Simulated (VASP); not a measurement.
ZnO: single point with PBE

**Experimental background.**

From “Electronic structure of alkaline earth and post-transition metal oxides”, 2009, arxiv:0908.1581, for a bulk crystal of ZnO: band gap 3.37 eV.

Crystal: ZnO.

```
Zn O
1.0
     3.35100    0.00000    0.00000
    -1.67550    2.90205    0.00000
     0.00000    0.00000    5.22600
Zn O
2 2
Cartesian
  0.0000 1.9347 0.0000
  1.6755 0.9674 2.6130
  0.0000 1.9347 1.9598
  1.6755 0.9674 4.5728
```

| Item | Value |
| --- | --- |
| Program | VASP 6.6.1 |
| Task | single point |
| Functional | PBE |
| Potentials or basis | VASP PAW PBE potentials, release 64 (Zn, O) |
| Cutoff | 520 eV |
| k mesh | 8 × 8 × 5 |
| Occupations | fermi-dirac, width 0.1 eV |
| Spin | no spin polarisation |
| Dipole correction | no |
| Further INCAR settings | ALGO = Normal; EDIFF = 1e-06; NBANDS = 26 |

```
Pressure               : -2.4 GPa
Largest force          : 0.411 eV/Å
Band gap on the k mesh : 0.71 eV, direct
```

Forces in eV/Å, atoms in the order of the input:
```
Zn   0.000  0.000 -0.411
Zn   0.000  0.000 -0.411
O    0.000  0.000  0.411
O    0.000  0.000  0.411
```

Stress tensor (GPa, compression positive):
```
-5.24  0.00  0.00
 0.00 -5.24  0.00
 0.00  0.00  3.18
```

Levels at points of the mesh, in eV from the valence-band top:
| k point | band 14 | band 15 | band 16 | band 17 | band 18 | band 19 | band 20 | band 21 | band 22 | band 23 |
| --- | --- | --- | --- | --- | --- | --- | --- | --- | --- | --- |
| (0.00, 0.00, 0.00) | -0.85 | -0.85 | -0.02 | -0.02 | 0.00 | 0.71 | 4.92 | 8.31 | 12.30 | 12.30 |
| (0.50, 0.00, 0.00) | -3.20 | -2.65 | -2.16 | -1.17 | -0.68 | 5.45 | 6.74 | 7.69 | 7.90 | 10.62 |

Run time: 36 s on 1 thread of Intel Xeon 6975P-C (shared host), peak memory 0.18 GiB.

Against the measured gap of ZnO, 3.37 eV (quoted in “Electronic structure of alkaline earth and post-transition metal oxides”, 2009, arxiv:0908.1581), the calculated 0.71 eV is off by -2.66 eV. So large a miss can be the level of theory's own, or it may mean another phase, state or a wrong row. The value is that of PBE, without temperature or zero-point motion. Semilocal functionals fall short of measured gaps as a rule.
